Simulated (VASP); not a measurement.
# CdSe (P6_3mc) in VASP: further runs

Runs on CdSe. Level: r2SCAN. Tasks: single point.

All numbers are computed with VASP 6.6.1; they aren't measurements. Logs are shortened: lines on timing, memory, paths and dates and some standing lists are left out, and cuts for length are marked.

### 1 The cell of the first run

It takes space group P6_3mc (No. 186, hexagonal). Conventional cell: a = 4.191 Å, b = 4.191 Å, c = 7.191 Å, α = 90.00°, β = 90.00°, γ = 120.00°. Within 3.4 Å of Cd (site symmetry 3m) lie 4 Se at 2.58 to 2.70 Å. Se (site symmetry 3m) has 4 Cd at 2.58 to 2.70 Å within 3.4 Å.

### 2 Single point, r2SCAN (strain -0.025 along x and y, +0.025 along z)

The input, POSCAR:

```
CdSe
1.0
    4.1910374164      0.0000000000      0.0000000000
   -2.0955187082      3.6295448708      0.0000000000
    0.0000000000      0.0000000000      7.1905800000
Cd Se
2 2
Direct
    0.6666666667      0.3333333333      0.0000000000
    0.3333333333      0.6666666667      0.5000000000
    0.6666666667      0.3333333333      0.3750000000
    0.3333333333      0.6666666667      0.8750000000
```

The input, INCAR.step1:

```
  PREC = Accurate
  ENCUT = 520
  ISMEAR = 0
  SIGMA = 0.05
  LREAL = F
  LASPH = T
  NELM = 60
  NBANDS = 26
  GGA = PE
  ALGO = Normal
  EDIFF = 1E-4
  LWAVE = T
  LCHARG = F
```

The input, INCAR.step2:

```
  PREC = Accurate
  ENCUT = 520
  EDIFF = 1E-6
  ISMEAR = 0
  SIGMA = 0.05
  LREAL = F
  LASPH = T
  NELM = 60
  ALGO = Normal
  ISIF = 2
  LWAVE = F
  LCHARG = F
  METAGGA = R2SCAN
  LMIXTAU = T
  NBANDS = 26
  ISTART = 1
```

The input, KPOINTS:

```
Automatic mesh
0
Gamma
  6 6 4
```

Potentials or basis: VASP PAW PBE potentials, release 64 (Cd, Se).

The run is started by

```sh
$ cat potpaw_PBE.64/Cd/POTCAR potpaw_PBE.64/Se/POTCAR > POTCAR
$ cp INCAR.step1 INCAR
$ mpirun -np 1 vasp_std > vasp.out
$ cp INCAR.step2 INCAR
$ mpirun -np 1 vasp_std > vasp.out
```

OUTCAR:

```text
PREC = Accurate
   ENCUT = 520
   EDIFF = 1E-6
   ISMEAR = 0
   LREAL = F
   LASPH = T
   NELM = 60
   ISIF = 2
   METAGGA = R2SCAN
   ISTART = 1

 ion  position               nearest neighbor table
   1  0.667  0.333  0.000-   4 2.58   4 2.58   4 2.58   3 2.70
   2  0.333  0.667  0.500-   3 2.58   3 2.58   3 2.58   4 2.70
   3  0.667  0.333  0.375-   2 2.58   2 2.58   2 2.58   1 2.70
   4  0.333  0.667  0.875-   1 2.58   1 2.58   1 2.58   2 2.70

  LATTYP: Found a hexagonal cell.
 ALAT       =     4.1910374164
 C/A-ratio  =     1.7157040813

  Lattice vectors:

 A1 = (   4.1910374164,   0.0000000000,   0.0000000000)
 A2 = (  -2.0955187082,   3.6295448708,   0.0000000000)
 A3 = (   0.0000000000,   0.0000000000,   7.1905800000)

Analysis of symmetry for initial positions (statically):
=====================================================================
 Subroutine PRICEL returns:
 Original cell was already a primitive cell.

 Routine SETGRP: Setting up the symmetry group for a
 hexagonal supercell.

 Subroutine GETGRP returns: Found 12 space group operations
 (whereof  6 operations were pure point group operations)
 out of a pool of 24 trial point group operations.

The static configuration has the point symmetry C_3v.
 The point group associated with its full space group is C_6v.

Analysis of symmetry for dynamics (positions and initial velocities):
=====================================================================
 Subroutine PRICEL returns:
 Original cell was already a primitive cell.

 Routine SETGRP: Setting up the symmetry group for a
 hexagonal supercell.

 Subroutine GETGRP returns: Found 12 space group operations
 (whereof  6 operations were pure point group operations)
 out of a pool of 24 trial point group operations.

The dynamic configuration has the point symmetry C_3v.
 The point group associated with its full space group is C_6v.

 Subroutine INISYM returns: Found 12 space group operations
 (whereof  6 operations are pure point group operations),
 and found     1 'primitive' translations

----------------------------------------------------------------------------------------

[... 87 lines left out ...]
   LNONCOLLINEAR =      F non collinear calculations
   LSORBIT =      F    spin-orbit coupling
   LASPH  =      T    aspherical Exc in radial PAW
   ENCUT  =  520.0 eV  38.22 Ry    6.18 a.u.   7.79  7.79 13.37*2*pi/ulx,y,z
   NELM   =     60;   NELMIN=  2; NELMDL=  0     # of ELM steps
   EDIFF  = 0.1E-05   stopping-criterion for ELM
   LREAL  =      F    real-space projection
   EDIFFG = 0.1E-04   stopping-criterion for IOM
   NSW    =      0    number of steps for IOM
   IBRION =     -1    ionic relax: 0-MD 1-quasi-New 2-CG
   NFREE  =      0    steps in history (QN), initial steepest desc. (CG)
   ISIF   =      2    stress and relaxation
   ISYM   =      2    0-nonsym 1-usesym 2-fastsym
   POTIM  = 0.5000    time-step for ionic-motion
   TEBEG  =    0.0;   TEEND  =   0.0 temperature during run
   PSTRESS=    0.0 pullay stress
   NELECT =      36.0000    total number of electrons
   NUPDOWN=      -1.0000    fix difference up-down
   EMIN   =  10.00;   EMAX   =-10.00  energy-range for DOS
   EFERMI =   0.00;   METHOD = LEGACY
   ISMEAR =     0;   SIGMA  =   0.05  broadening in eV -4-tet -1-fermi 0-gaus
   EFERMI_NEDOS =   21; number of points for ismear=-14 and -15
   IALGO  =     38    algorithm
   IMIX   =      4    mixing-type and parameters
     AMIX     =   0.40;   BMIX     =  1.00
     AMIX_MAG =   1.60;   BMIX_MAG =  1.00
  volume/ion in A,a.u.               =      27.34       184.53
  Fermi-wavevector in a.u.,A,eV,Ry     =   1.130307  2.135971 17.382723  1.277594
  Thomas-Fermi vector in A             =   2.267003
   LORBIT       =      0    0 simple, 1 ext, 2 COOP (PROOUT), +10 PAW based schemes
   METAGGA = R2SCAN    functional components
   LHFCALC =     F    Hartree Fock is set to
   AEXX    =    0.0000 exact exchange contribution
   IVDW    =     0    specifies the selected vdW correction
   LEPSILON=     F    determine dielectric tensor
   LRPA    =     F    only Hartree local field effects (RPA)
 non-spin polarized calculation
 Gauss-broadening in eV      SIGMA  =   0.05
  energy-cutoff  :      520.00
  volume of cell :      109.38
 maximum number of plane-waves:      2988
 NGX is ok and might be reduce to    32
   NGX = 15   NGY = 15   NGZ = 27

 number of electron      36.0000013 magnetization

 Free energy of the ion-electron system (eV)
  ---------------------------------------------------
  ext. energy  EPLUGINS =         0.00000000
  ---------------------------------------------------
  free energy    TOTEN  =       -71.70592432 eV

  energy without entropy =      -71.70592432  energy(sigma->0) =      -71.70592432

 E-fermi :   1.2097     XC(G=0):  -9.5583

 val. band max:        0.9449056905   @ k =   0.0000   0.0000   0.0000
 cond. band min:       2.0734154781   @ k =   0.0000   0.0000   0.0000
 fundamental gap:      1.1285097876
 Fermi energy:         1.2097445786

 k-point     1 :       0.0000    0.0000    0.0000
  band No.  band energies     occupation
      1     -12.3245      2.00000
      2     -11.9598      2.00000
      3      -7.4012      2.00000
      4      -7.4012      2.00000
      5      -7.3559      2.00000
      6      -7.3351      2.00000
[... 598 lines left out ...]
     25      10.3491      0.00000
     26      10.3491      0.00000

------------------------ aborting loop because EDIFF is reached ----------------------------------------

  FORCE on cell =-STRESS in cart. coord.  units (eV):
  Direction    XX          YY          ZZ          XY          YZ          ZX
  --------------------------------------------------------------------------------------
  -------------------------------------------------------------------------------------
  Total        3.6414646      3.6414646      0.2456468      0.0000000     -0.0000000      0.0000000
  in kB       53.3395124     53.3395124      3.5981893      0.0000000     -0.0000000      0.0000000
  external PRESSURE =      36.7590714 kB  Pullay stress =       0.0000000 kB

 VOLUME and BASIS-vectors are now :
 -----------------------------------------------------------------------------
  energy-cutoff  :      520.00
  volume of cell :      109.38
      direct lattice vectors                 reciprocal lattice vectors
     4.191037416  0.000000000  0.000000000     0.238604408  0.137758319  0.000000000
    -2.095518708  3.629544871  0.000000000     0.000000000  0.275516638  0.000000000
     0.000000000  0.000000000  7.190580000     0.000000000  0.000000000  0.139070840

 POSITION                                       TOTAL-FORCE (eV/Angst)
 -----------------------------------------------------------------------------------
      2.09552      1.20985      0.00000         0.000000     -0.000000      0.390032
     -0.00000      2.41970      3.59529        -0.000000      0.000000      0.390032
      2.09552      1.20985      2.69647        -0.000000      0.000000     -0.390032
     -0.00000      2.41970      6.29176        -0.000000      0.000000     -0.390032
 -----------------------------------------------------------------------------------
    total drift:                               -0.000000     -0.000000     -0.003407

  FREE ENERGIE OF THE ION-ELECTRON SYSTEM (eV)
  ---------------------------------------------------
  free  energy   TOTEN  =       -71.7059243189 eV

  energy  without entropy=      -71.7059243189  energy(sigma->0) =      -71.70592432
```

OUTCAR.step1:

```text
PREC = Accurate
   ENCUT = 520
   ISMEAR = 0
   LREAL = F
[... 835 lines left out ...]
      2.09552      1.20985      0.00000         0.000000     -0.000000      0.397322
     -0.00000      2.41970      3.59529        -0.000000     -0.000000      0.397322
      2.09552      1.20985      2.69647         0.000000      0.000000     -0.397322
     -0.00000      2.41970      6.29176         0.000000     -0.000000     -0.397322
 -----------------------------------------------------------------------------------
    total drift:                               -0.000000     -0.000000     -0.000590

  FREE ENERGIE OF THE ION-ELECTRON SYSTEM (eV)
  ---------------------------------------------------
  free  energy   TOTEN  =       -10.7901660540 eV

  energy  without entropy=      -10.7901660540  energy(sigma->0) =      -10.79016605
```

It took 2.4 min on 1 thread of Intel Xeon Platinum 8259CL at 2.50GHz (Skylake/Cascade Lake), shared host; peak memory 0.26 GiB.

What came out:

```
Free energy            : -71.7059 eV
Pressure               : 3.7 GPa
Largest force          : 0.390 eV/Å
Band gap on the k mesh : 1.13 eV, direct
```

Forces on the atoms (eV/Å):
```
Cd   0.000  0.000  0.390
Cd   0.000  0.000  0.390
Se   0.000  0.000 -0.390
Se   0.000  0.000 -0.390
```

Levels at points of the mesh, in eV from the valence-band top:
```csv
k point,band 14,band 15,band 16,band 17,band 18,band 19,band 20,band 21,band 22,band 23
"(0.00, 0.00, 0.00)",-0.70,-0.70,-0.25,0.00,0.00,1.13,2.92,6.19,6.54,6.54
"(0.50, 0.00, 0.00)",-3.94,-2.85,-1.92,-1.49,-0.89,3.58,3.83,4.84,6.31,6.99
"(0.00, 0.00, 0.50)",-2.87,-0.36,-0.36,-0.36,-0.36,2.93,2.93,6.12,6.12,6.93
"(0.50, 0.00, 0.50)",-4.47,-1.63,-1.63,-1.44,-1.44,3.20,3.20,5.17,5.17,8.16
```

Caveat: the cell differs from its parent crystal (strain -0.025 along x and y, +0.025 along z); the PAW data sets were made with another functional, which shifts forces and pressure a little.

### 3 Single point, r2SCAN (strain -0.025 along x and y, +0.050 along z)

POSCAR: that of step 2 with these lines changed.

```diff
@@ -4,3 +4,3 @@
    -2.0955187082      3.6295448708      0.0000000000
-    0.0000000000      0.0000000000      7.1905800000
+    0.0000000000      0.0000000000      7.3659600000
 Cd Se
```

The input, INCAR.step1:

```
ALGO = Normal
EDIFF = 1E-4
ENCUT = 520
GGA = PE
ISMEAR = 0
LASPH = T
LCHARG = F
LREAL = F
LWAVE = T
NBANDS = 26
NELM = 100
PREC = Accurate
SIGMA = 0.05
```

The input, INCAR.step2:

```
ALGO = Normal
EDIFF = 1E-6
ENCUT = 520
ISIF = 2
ISMEAR = 0
ISTART = 1
LASPH = T
LCHARG = F
LMIXTAU = T
LREAL = F
LWAVE = F
METAGGA = R2SCAN
NBANDS = 26
NELM = 100
PREC = Accurate
SIGMA = 0.05
```

The input, KPOINTS:

```
k-points
0
Gamma
  6 6 4
```

Potentials or basis: VASP PAW PBE potentials, release 64 (Cd, Se).

The run is started by

```sh
$ cat potpaw_PBE.64/Cd/POTCAR potpaw_PBE.64/Se/POTCAR > POTCAR
$ cp INCAR.step1 INCAR
$ mpirun -np 1 vasp_std > vasp.out
$ cp INCAR.step2 INCAR
$ mpirun -np 1 vasp_std > vasp.out
```

It took 2.5 min on 1 thread of Intel Xeon Platinum 8259CL at 2.50GHz (Skylake/Cascade Lake), shared host; peak memory 0.26 GiB.

The run converged. Its results:

```
Free energy            : -71.6919 eV
Pressure               : 2.4 GPa
Largest force          : 0.470 eV/Å
Band gap on the k mesh : 1.03 eV, direct
```

Forces on the atoms (eV/Å):
```
Cd   0.000  0.000  0.470
Cd   0.000  0.000  0.470
Se   0.000  0.000 -0.470
Se   0.000  0.000 -0.470
```

Stress tensor (GPa, compression positive):
```
 4.57  0.00  0.00
 0.00  4.57  0.00
 0.00  0.00 -1.96
```

Levels at points of the mesh, in eV from the valence-band top:
| k point | band 15 | band 16 | band 17 | band 18 | band 19 | band 20 | band 21 | band 22 |
| --- | --- | --- | --- | --- | --- | --- | --- | --- |
| (0.00, 0.00, 0.00) | -0.61 | -0.35 | 0.00 | 0.00 | 1.03 | 2.98 | 6.00 | 6.62 |
| (0.50, 0.00, 0.00) | -2.75 | -1.80 | -1.45 | -0.90 | 3.44 | 3.89 | 4.75 | 6.00 |
| (0.00, 0.00, 0.50) | -0.32 | -0.32 | -0.32 | -0.32 | 2.88 | 2.88 | 5.97 | 5.97 |
| (0.50, 0.00, 0.50) | -1.64 | -1.64 | -1.38 | -1.38 | 3.12 | 3.12 | 5.13 | 5.13 |

Caveat: the cell differs from its parent crystal (strain -0.025 along x and y, +0.050 along z); the PAW data sets were made with another functional, which shifts forces and pressure a little.

(Part 1 of 2 ends here.)
